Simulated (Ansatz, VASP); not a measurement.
**Two plane-wave programs on Cs**

```
Cs
1.0
     5.01161    0.00000    0.00000
     0.00000    5.01161    0.00000
     0.00000    0.00000    5.01161
Cs
1
Direct
  0.00000 0.00000 0.00000
```

Change from the starting cell: volume scaled by 1, norm-conserving files.

Alike in both runs: task single point; functional PBE; k mesh 8 × 8 × 8; occupations fermi-dirac, width 0.08 eV; no spin polarisation.

```csv
,VASP,Ansatz
version,VASP 6.6.1,Ansatz 0.2.0
potentials or method,"VASP PAW PBE potentials, release 64 (Cs_sv)","norm-conserving pseudopotentials, scalar-relativistic"
plane-wave cutoff (eV),520,680
valence electrons in the cell,9,9
```

```tsv
	VASP	Ansatz	Ansatz less VASP
pressure (GPa)	0.0	0.0	+0.01
```

The functional is the same, so the differences come from potentials, cutoffs and numerics.

Spin-orbit coupling is off throughout.
